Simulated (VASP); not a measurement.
# AlO2 (Cmcm) in VASP: notebook

Runs on AlO2. Level: PBEsol. Tasks: relaxation of cell and atoms.

Program: VASP 6.6.1. These are calculated values, not measurements. Logs are shortened: lines on timing, memory, paths and dates and some standing lists are left out, and cuts for length are marked.

**1. The cell of the first run**

The structure is orthorhombic, space group Cmcm (No. 63). Conventional cell: a = 2.976 Å, b = 10.806 Å, c = 3.647 Å, α = 90.00°, β = 90.00°, γ = 90.00°. Within 2.5 Å of Al (site symmetry m2m) lie 6 O at 1.87 to 2.02 Å. Within 2.5 Å of O (site symmetry m2m) lie 2 Al at 1.88 Å and 2 O at 2.25 Å. O (site symmetry m2m) has 4 Al at 1.87 to 2.02 Å within 2.5 Å.

**2. Relaxation of cell and atoms, PBEsol, target pressure 30 GPa, at which the enthalpy is minimised**

Contents of INCAR:

```
SYSTEM = AlO2
PREC     = Accurate       ! precision mode
ENCUT    = 600            ! plane-wave cutoff, eV
EDIFF    = 1E-7           ! SCF threshold, eV
ISMEAR   = -1             ! smearing method
SIGMA    = 0.05           ! smearing width, eV
LREAL    = .False.        ! projectors in reciprocal space
LASPH    = .True.         ! aspherical terms in the spheres
NELM     = 80             ! most SCF steps
ALGO     = Normal         ! electronic algorithm
ISIF     = 3              ! what is computed and relaxed
LWAVE    = .False.        ! write WAVECAR
LCHARG   = .False.        ! write CHGCAR
GGA      = PS             ! functional
IBRION   = 2              ! ionic algorithm
NSW      = 60             ! ionic steps
EDIFFG   = -0.01          ! ionic threshold
PSTRESS  = 300.0
```

Contents of KPOINTS:

```
regular mesh
0
Gamma
  9 9 7
  0 0 0
```

Contents of POSCAR:

```
AlO2
1.0
    1.4881620000     -5.4028330000      0.0000000000
    1.4881620000      5.4028330000      0.0000000000
    0.0000000000      0.0000000000      3.6466120000
Al O
2 4
Direct
    0.6681330000      0.3318670000      0.7500000000
    0.3318670000      0.6681330000      0.2500000000
    0.0610720000      0.9389280000      0.7500000000
    0.9389280000      0.0610720000      0.2500000000
    0.2941840000      0.7058160000      0.7500000000
    0.7058160000      0.2941840000      0.2500000000
```

Potentials or basis: VASP PAW PBE potentials, release 64 (Al, O).

The run is started by

```sh
$ cat potpaw_PBE.64/Al/POTCAR potpaw_PBE.64/O/POTCAR > POTCAR
$ mpirun -np 1 vasp_std > vasp.out
```

OUTCAR:

```text
SYSTEM = AlO2
   PREC = Accurate
   ENCUT = 600
   EDIFF = 1E-7
   ISMEAR = -1
   LREAL = .False.
   LASPH = .True.
   NELM = 80
   ISIF = 3
   GGA = PS
   IBRION = 2
   NSW = 60
   EDIFFG = -0.01
   PSTRESS = 300.0

 ion  position               nearest neighbor table
   1  0.668  0.332  0.750-   6 1.87   6 1.87   3 1.88   3 1.88   5 2.02   5 2.02   2 2.94   2 2.94
                             2 2.94   2 2.94
   2  0.332  0.668  0.250-   5 1.87   5 1.87   4 1.88   4 1.88   6 2.02   6 2.02   1 2.94   1 2.94
                             1 2.94   1 2.94
   3  0.061  0.939  0.750-   1 1.88   1 1.88
   4  0.939  0.061  0.250-   2 1.88   2 1.88
   5  0.294  0.706  0.750-   2 1.87   2 1.87   1 2.02   1 2.02
   6  0.706  0.294  0.250-   1 1.87   1 1.87   2 2.02   2 2.02

  LATTYP: Found a base centered orthorhombic cell.
 ALAT       =     2.9763240000
 B/A-ratio  =     3.6305408954
 C/A-ratio  =     1.2252066643

  Lattice vectors:

 A1 = (   1.4881620000,  -5.4028330000,   0.0000000000)
 A2 = (   1.4881620000,   5.4028330000,   0.0000000000)
 A3 = (   0.0000000000,   0.0000000000,   3.6466120000)

Analysis of symmetry for initial positions (statically):
=====================================================================
 Subroutine PRICEL returns:
 Original cell was already a primitive cell.

 Routine SETGRP: Setting up the symmetry group for a
 base centered orthorhombic supercell.

 Subroutine GETGRP returns: Found  8 space group operations
 (whereof  4 operations were pure point group operations)
 out of a pool of  8 trial point group operations.

The static configuration has the point symmetry C_2h.
 The point group associated with its full space group is D_2h.

Analysis of symmetry for dynamics (positions and initial velocities):
=====================================================================
 Subroutine PRICEL returns:
 Original cell was already a primitive cell.

 Routine SETGRP: Setting up the symmetry group for a
 base centered orthorhombic supercell.

 Subroutine GETGRP returns: Found  8 space group operations
 (whereof  4 operations were pure point group operations)
 out of a pool of  8 trial point group operations.

The dynamic configuration has the point symmetry C_2h.
 The point group associated with its full space group is D_2h.

 Subroutine INISYM returns: Found  8 space group operations
 (whereof  4 operations are pure point group operations),
 and found     1 'primitive' translations

[... 118 lines left out ...]
   EFERMI_NEDOS =   21; number of points for ismear=-14 and -15
   IALGO  =     38    algorithm
   IMIX   =      4    mixing-type and parameters
     AMIX     =   0.40;   BMIX     =  1.00
     AMIX_MAG =   1.60;   BMIX_MAG =  1.00
  volume/ion in A,a.u.               =       9.77        65.95
  Fermi-wavevector in a.u.,A,eV,Ry     =   1.309337  2.474288 23.325334  1.714364
  Thomas-Fermi vector in A             =   2.439943
   LORBIT       =      0    0 simple, 1 ext, 2 COOP (PROOUT), +10 PAW based schemes
   GGA     = PS    functional components
   LHFCALC =     F    Hartree Fock is set to
   AEXX    =    0.0000 exact exchange contribution
   IVDW    =     0    specifies the selected vdW correction
   LEPSILON=     F    determine dielectric tensor
   LRPA    =     F    only Hartree local field effects (RPA)
 conjugate gradient relaxation of ions
 non-spin polarized calculation
  energy-cutoff  :      600.00
  volume of cell :       58.64
 maximum number of plane-waves:      1973
 NGX is ok and might be reduce to    48
   NGX = 23   NGY = 23   NGZ = 15

--------------------------------------- Ionic step        1  -------------------------------------------

 number of electron      29.9999997 magnetization

 Free energy of the ion-electron system (eV)
  ---------------------------------------------------
  ext. energy  EPLUGINS =         0.00000000
  ---------------------------------------------------
  free energy    TOTEN  =       -41.63699180 eV

  energy without entropy =      -41.59776437  energy(sigma->0) =      -41.61737808

------------------------ aborting loop because EDIFF is reached ----------------------------------------

  FORCE on cell =-STRESS in cart. coord.  units (eV):
  Direction    XX          YY          ZZ          XY          YZ          ZX
  --------------------------------------------------------------------------------------
  -------------------------------------------------------------------------------------
  Total       -2.3428723     -2.5473669     -1.8584257      0.0000000      0.0000000      0.0000000
  in kB      -64.0129584    -69.6002473    -50.7767002      0.0000000      0.0000000      0.0000000
  external PRESSURE =    -361.4633020 kB  Pullay stress =     300.0000000 kB
[... 109 lines left out ...]
  energy  without entropy=      -41.1426240958  energy(sigma->0) =      -41.15881689

  enthalpy is  TOTEN    =       -31.7875997379 eV   P V=        9.3874099442

[... ionic steps 4 to 16 ...]

--------------------------------------- Ionic step       17  -------------------------------------------

 number of electron      30.0000005 magnetization

------------------------ aborting loop because EDIFF is reached ----------------------------------------
[... 79 lines left out ...]
--------------------------------------- Ionic step       19  -------------------------------------------

 number of electron      30.0000005 magnetization

 Free energy of the ion-electron system (eV)
  ---------------------------------------------------
  ext. energy  EPLUGINS =         0.00000000
  ---------------------------------------------------
  free energy    TOTEN  =       -42.08523095 eV

  energy without entropy =      -42.08522996  energy(sigma->0) =      -42.08523045

 E-fermi :   7.6884     XC(G=0): -12.5152

 val. band max:        7.1089651867   @ k =   0.1111   0.1111   0.4286
 cond. band min:       8.3050157999   @ k =   0.0000   0.0000   0.4286
 fundamental gap:      1.1960506132
 Fermi energy:         7.6884363014

 k-point     1 :       0.0000    0.0000    0.0000
  band No.  band energies     occupation
      1     -14.0633      2.00000
      2     -11.7297      2.00000
      3      -9.3396      2.00000
      4      -8.5026      2.00000
      5      -0.6466      2.00000
      6       0.6746      2.00000
[... 505 lines left out ...]
      6       0.7450      2.00000
[... 11 lines left out ...]
     18      17.1139      0.00000
     19      18.0749      0.00000

 [... further k-points ...]

------------------------ aborting loop because EDIFF is reached ----------------------------------------

  FORCE on cell =-STRESS in cart. coord.  units (eV):
  Direction    XX          YY          ZZ          XY          YZ          ZX
  --------------------------------------------------------------------------------------
  -------------------------------------------------------------------------------------
  Total        8.5203596      8.5607275      8.5701475      0.0000000     -0.0000000      0.0000000
  in kB      299.4289109    300.8475519    301.1785971      0.0000000     -0.0000000      0.0000000
  external PRESSURE =       0.4850200 kB  Pullay stress =     300.0000000 kB
[... 25 lines left out ...]
  energy  without entropy=      -42.0852299584  energy(sigma->0) =      -42.08523045

  enthalpy is  TOTEN    =       -33.5486208353 eV   P V=        8.5366101100

 reached required accuracy - stopping structural energy minimisation
```

It took 21 min on 1 thread of Intel Xeon 6975P-C (Granite Rapids), shared host; peak memory 0.37 GiB.

What came out:

```yaml
Free_energy: -42.0852 eV
Relaxed_volume: 7.60 Å³/atom
Relaxed_cell: a = 4.872 Å, b = 4.872 Å, c = 3.498 Å, α = 90.00°, β = 90.00°, γ = 146.70°
Space_group_after_relaxing_to_0.05_Å: Cmcm (No. 63)
Energy_change_on_relaxing_the_enthalpy_is_what_falls: -74.7 meV/atom
Ionic_steps: 19
Pressure_after_relaxing: 30.0 GPa
Largest_force_after_relaxing: 0.008 eV/Å
Band_gap_on_the_k_mesh: 1.20 eV, indirect (least direct gap 1.24 eV)
```

Forces in eV/Å, atoms in the order of the input:
```
Al   0.000 -0.002  0.000
Al   0.000  0.002  0.000
O    0.000  0.008  0.000
O    0.000 -0.008  0.000
O    0.000 -0.008  0.000
O    0.000  0.008  0.000
```

Stress tensor (GPa, compression positive):
```
29.94  0.00  0.00
 0.00 30.08  0.00
 0.00  0.00 30.12
```

Step by step:
| step | energy change (eV) | largest force (eV/Å) | pressure (GPa) | volume (Å³) |
| --- | --- | --- | --- | --- |
| 1 | 0.0000 | 0.6503 | -6.15 | 58.64 |
| 2 | 3.5797 | 5.1394 | 106.15 | 41.85 |
| 3 | 0.4620 | 2.3742 | 29.71 | 50.13 |
| 4 | 0.5110 | 2.4443 | 31.37 | 49.86 |
| 5 | 0.1586 | 3.0642 | 32.82 | 47.97 |
| 6 | 0.7869 | 2.8779 | 50.50 | 42.44 |
| 7 | -0.1212 | 2.0133 | 37.80 | 45.47 |
| 8 | 0.2018 | 1.4472 | 44.93 | 43.42 |
| 9 | -0.0593 | 0.8380 | 41.00 | 44.38 |
| 10 | -0.5054 | 1.4593 | 10.68 | 47.70 |
| 11 | -0.4010 | 0.8808 | 27.97 | 45.61 |
| 12 | -0.4129 | 0.1808 | 30.93 | 45.42 |
| 13 | -0.4170 | 0.1449 | 30.63 | 45.44 |
| 14 | -0.4543 | 0.1960 | 29.85 | 45.64 |
| 15 | -0.4379 | 0.0592 | 30.22 | 45.54 |
| 16 | -0.4550 | 0.0114 | 29.76 | 45.63 |
| 17 | -0.4539 | 0.0090 | 29.79 | 45.62 |
| 18 | -0.4445 | 0.0135 | 30.22 | 45.57 |
| 19 | -0.4482 | 0.0081 | 30.05 | 45.59 |

Final structure:
```cif
data_structure
_symmetry_space_group_name_H-M 'P 1'
_symmetry_Int_Tables_number 1
_cell_length_a 4.8724
_cell_length_b 4.8724
_cell_length_c 3.4977
_cell_angle_alpha 90.000
_cell_angle_beta 90.000
_cell_angle_gamma 146.698
_cell_volume 45.59
loop_
_atom_site_label
_atom_site_type_symbol
_atom_site_fract_x
_atom_site_fract_y
_atom_site_fract_z
_atom_site_occupancy
Al1 Al 0.66011 0.33989 0.75000 1
Al2 Al 0.33989 0.66011 0.25000 1
O1 O 0.02454 0.97546 0.75000 1
O2 O 0.97546 0.02454 0.25000 1
O3 O 0.29865 0.70135 0.75000 1
O4 O 0.70135 0.29865 0.25000 1
```

Levels at points of the mesh, in eV from the valence-band top:
| k point | band 12 | band 13 | band 14 | band 15 | band 16 | band 17 | band 18 | band 19 |
| --- | --- | --- | --- | --- | --- | --- | --- | --- |
| (0.00, 0.00, 0.00) | -1.07 | -0.67 | -0.52 | -0.05 | 3.28 | 6.89 | 10.00 | 10.53 |

Caveat: the cell is relaxed towards a set pressure, so the enthalpy falls and the energy may rise; the volume moved by over 15 % at a fixed basis, so the end points are rough; the PAW data sets were made with another functional, which shifts forces and pressure a little. A k mesh can miss the band edges.

**3. Relaxation of cell and atoms, PBEsol, target pressure 5 GPa, at which the enthalpy is minimised**

Contents of INCAR:

```
ALGO     = Normal         # electronic algorithm
EDIFF    = 1E-6           # SCF threshold, eV
EDIFFG   = -0.01          # ionic threshold
ENCUT    = 600            # plane-wave cutoff, eV
GGA      = PS             # functional
IBRION   = 2              # ionic algorithm
ISIF     = 3              # what is computed and relaxed
ISMEAR   = -1             # smearing method
LASPH    = True           # aspherical terms in the spheres
LCHARG   = False          # write CHGCAR
LREAL    = False          # projectors in reciprocal space
LWAVE    = False          # write WAVECAR
NELM     = 60             # most SCF steps
NSW      = 60             # ionic steps
PREC     = Accurate       # precision mode
PSTRESS  = 50.0         
SIGMA    = 0.05           # smearing width, eV
```

Contents of KPOINTS:

```
k-points
0
Gamma
  9 9 7
```

POSCAR is that of step 2.

Potentials or basis: VASP PAW PBE potentials, release 64 (Al, O).

The run is started by

```sh
$ cat potpaw_PBE.64/Al/POTCAR potpaw_PBE.64/O/POTCAR > POTCAR
$ mpirun -np 1 vasp_std > vasp.out
```

Wall time 12 min (1 thread of Intel Xeon Platinum 8559C (Emerald Rapids), shared host); peak memory 0.35 GiB.

It converged, with:

```
Free energy                                            : -42.5577 eV
Relaxed volume                                         : 8.36 Å³/atom
Relaxed cell                                           : a = 5.075 Å, b = 5.075 Å, c = 3.571 Å, α = 90.00°, β = 90.00°, γ = 146.95°
Space group after relaxing (to 0.05 Å)                 : Cmcm (No. 63)
Energy change on relaxing (the enthalpy is what falls) : -153.5 meV/atom
Ionic steps                                            : 16
Pressure after relaxing                                : 5.1 GPa
Largest force after relaxing                           : 0.008 eV/Å
Band gap on the k mesh                                 : 1.03 eV, indirect (least direct gap 1.10 eV)
```

Forces on the atoms (eV/Å):
```
Al   0.000  0.001  0.000
Al   0.000 -0.001  0.000
O    0.000  0.004  0.000
O    0.000 -0.004  0.000
O    0.000 -0.008  0.000
O    0.000  0.008  0.000
```

Step by step:
| step | energy change (eV) | largest force (eV/Å) | pressure (GPa) | volume (Å³) |
| --- | --- | --- | --- | --- |
| 1 | 0.0000 | 0.6513 | -6.15 | 58.64 |
| 2 | 0.0065 | 1.7253 | 12.58 | 53.05 |
| 3 | -0.0438 | 1.4806 | 7.97 | 54.20 |
| 4 | -0.2860 | 2.0652 | 9.62 | 52.40 |
| 5 | -0.6446 | 0.6788 | 19.64 | 47.18 |
| 6 | -0.7122 | 1.2407 | 14.85 | 48.99 |
| 7 | -0.7267 | 0.6215 | 16.71 | 48.19 |
| 8 | -0.8132 | 1.2241 | -0.31 | 50.42 |
| 9 | -0.8551 | 0.5771 | 7.18 | 49.35 |
| 10 | -0.9059 | 0.2399 | 5.53 | 49.91 |
| 11 | -0.9158 | 0.1975 | 4.90 | 50.13 |
| 12 | -0.9211 | 0.0603 | 5.14 | 50.19 |
| 13 | -0.9209 | 0.0488 | 5.09 | 50.18 |
| 14 | -0.9222 | 0.0214 | 4.87 | 50.21 |
| 15 | -0.9227 | 0.0126 | 4.77 | 50.23 |
| 16 | -0.9207 | 0.0083 | 5.11 | 50.16 |

Final structure:
```
Al O
1.0
     1.44346   -4.86550    0.00000
     1.44346    4.86550    0.00000
     0.00000    0.00000    3.57127
Al O
2 4
Direct
  0.66125 0.33875 0.75000
  0.33875 0.66125 0.25000
  0.02742 0.97258 0.75000
  0.97258 0.02742 0.25000
  0.29587 0.70412 0.75000
  0.70412 0.29587 0.25000
```

Levels at points of the mesh, in eV from the valence-band top:
```tsv
k point	band 12	band 13	band 14	band 15	band 16	band 17	band 18	band 19
(0.00, 0.00, 0.00)	-1.23	-0.69	-0.62	-0.17	2.72	5.90	9.13	9.90
```

Caveat: the cell is relaxed towards a set pressure, so the enthalpy falls and the energy may rise; the PAW data sets were made with another functional, which shifts forces and pressure a little.

**4. Relaxation of cell and atoms, PBEsol, target pressure 10 GPa, at which the enthalpy is minimised**

Contents of INCAR:

```
SYSTEM = AlO2
  ALGO = Normal
  EDIFF = 1E-7
  EDIFFG = -0.01
  ENCUT = 600
  GGA = PS
  IBRION = 2
  ISIF = 3
  ISMEAR = -1
  LASPH = .True.
  LCHARG = .False.
  LREAL = .False.
  LWAVE = .False.
  NELM = 60
  NSW = 60
  PREC = Accurate
  PSTRESS = 100.0
  SIGMA = 0.05
```

Contents of KPOINTS:

```
k-points
0
Gamma
  9 9 7
  0 0 0
```

POSCAR is that of step 3.

The run is started by

```sh
$ cat potpaw_PBE.64/Al/POTCAR potpaw_PBE.64/O/POTCAR > POTCAR
$ mpirun -np 1 vasp_std > vasp.out
```

Wall time 16 min (1 thread of Intel Xeon Platinum 8559C (Emerald Rapids), shared host); peak memory 0.36 GiB.

It converged, with:

```yaml
Free_energy: -42.5065 eV
Relaxed_volume: 8.18 Å³/atom
Relaxed_cell: a = 5.026 Å, b = 5.026 Å, c = 3.555 Å, α = 90.00°, β = 90.00°, γ = 146.88°
Space_group_after_relaxing_to_0.05_Å: Cmcm (No. 63)
Energy_change_on_relaxing_the_enthalpy_is_what_falls: -144.9 meV/atom
Ionic_steps: 17
Pressure_after_relaxing: 10.0 GPa
Band_gap_on_the_k_mesh: 1.07 eV, indirect (least direct gap 1.13 eV)
```

Forces on the atoms (eV/Å):
```
Al   0.000  0.001  0.000
Al   0.000 -0.001  0.000
O    0.000  0.000  0.000
O    0.000  0.000  0.000
O    0.000 -0.002  0.000
O    0.000  0.002  0.000
```

Step by step:
| step | energy change (eV) | largest force (eV/Å) | pressure (GPa) | volume (Å³) |
| --- | --- | --- | --- | --- |
| 1 | 0.0000 | 0.6503 | -6.15 | 58.64 |
| 2 | 0.2832 | 2.2550 | 25.06 | 50.67 |
| 3 | 0.0272 | 1.6541 | 12.22 | 53.30 |
| 4 | -0.2116 | 2.2106 | 13.52 | 51.63 |
| 5 | -0.5790 | 0.8004 | 21.99 | 46.79 |
| 6 | -0.6577 | 1.0507 | 18.70 | 48.03 |
| 7 | -0.6458 | 0.5997 | 20.13 | 47.43 |
| 8 | -0.7245 | 1.5051 | -1.46 | 50.36 |
| 9 | -0.7983 | 0.6910 | 10.63 | 48.57 |
| 10 | -0.8587 | 0.1766 | 10.29 | 48.94 |
| 11 | -0.8598 | 0.1924 | 10.27 | 48.96 |
| 12 | -0.8702 | 0.1474 | 10.05 | 49.10 |
| 13 | -0.8676 | 0.0288 | 10.13 | 49.04 |
| 14 | -0.8712 | 0.0113 | 9.82 | 49.10 |
| 15 | -0.8714 | 0.0102 | 9.81 | 49.10 |
| 16 | -0.8681 | 0.0105 | 10.15 | 49.05 |
| 17 | -0.8695 | 0.0021 | 10.01 | 49.07 |

Final structure:
```xyz
6
Lattice="1.4325 -4.8180 0.0000 1.4325 4.8180 0.0000 0.0000 0.0000 3.5547" Properties=species:S:1:pos:R:3 pbc="T T T"
Al    1.4325   -1.5510    2.6660
Al    1.4325    1.5510    0.8887
O     1.4325    4.5606    2.6660
O     1.4325   -4.5606    0.8887
O     1.4325    1.9601    2.6660
O     1.4325   -1.9601    0.8887
```

Levels at points of the mesh, in eV from the valence-band top:
| k point | band 12 | band 13 | band 14 | band 15 | band 16 | band 17 | band 18 | band 19 |
| --- | --- | --- | --- | --- | --- | --- | --- | --- |
| (0.00, 0.00, 0.00) | -1.19 | -0.68 | -0.60 | -0.14 | 2.86 | 6.12 | 9.33 | 10.05 |

Caveat: the cell is relaxed towards a set pressure, so the enthalpy falls and the energy may rise; the volume moved by over 15 % at a fixed basis, so the end points are rough; the PAW data sets were made with another functional, which shifts forces and pressure a little. A k mesh can miss the band edges.

**5. The runs side by side**

| cell | gap on the mesh (eV) | pressure (GPa) | largest force (eV/Å) |
| --- | --- | --- | --- |
| relaxed to 30 GPa | 1.20 | 30.0 | 0.01 |
| relaxed to 5 GPa | 1.03 | 5.1 | 0.01 |
| relaxed to 10 GPa | 1.07 | 10.0 | - |

Alike in all rows: task relaxation of cell and atoms; level PBEsol; potentials or basis VASP PAW PBE potentials, release 64 (Al, O); no spin polarisation; k mesh 9 × 9 × 7; cutoff (eV) 600; smearing fermi-dirac 0.05 eV.

Caveats: the cell is relaxed towards a set pressure, so the enthalpy falls and the energy may rise; the PAW data sets were made with another functional, which shifts forces and pressure a little; the volume moved by over 15 % at a fixed basis, so the end points are rough (some runs).

Total energies depend on the potentials used, so only differences within one code and one set of settings carry meaning.
